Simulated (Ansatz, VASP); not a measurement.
Cu in VASP and in Ansatz

```
Cu
1.0
     0.00000    1.78844    1.78844
     1.78844    0.00000    1.78844
     1.78844    1.78844    0.00000
Cu
1
Cartesian
  0.0000 0.0000 0.0000
```

Alike in both runs: functional r2SCAN; k mesh 20 × 20 × 20; occupations gaussian, width 0.1 eV; no spin polarisation.

Ansatz relaxed the structure, and its values are those at the end. VASP's run is a single point on that final structure, the one shown.

```csv
,VASP,Ansatz
version,VASP 6.6.1,Ansatz 0.2.0
potentials or method,"VASP PAW PBE potentials, release 64 (Cu), cutoff 520 eV","scalar-relativistic, plane waves, PAW"
valence electrons in the cell,11,19
```

|  | VASP | Ansatz | Ansatz less VASP |
| --- | --- | --- | --- |
| gap on the k mesh at the Fermi level (eV) | none | none | - |
| pressure (GPa) | 0.5 | 0.0 | -0.49 |

VASP's potentials were made for PBE, not for r2SCAN. A gap of «none» marks a metal or a gap that the smearing closes. The functional is the same, so the differences come from potentials, cutoffs and numerics. VASP's potentials hold 11 valence electrons a cell and Ansatz's 19, so a difference there can come from the potentials and not from the codes.
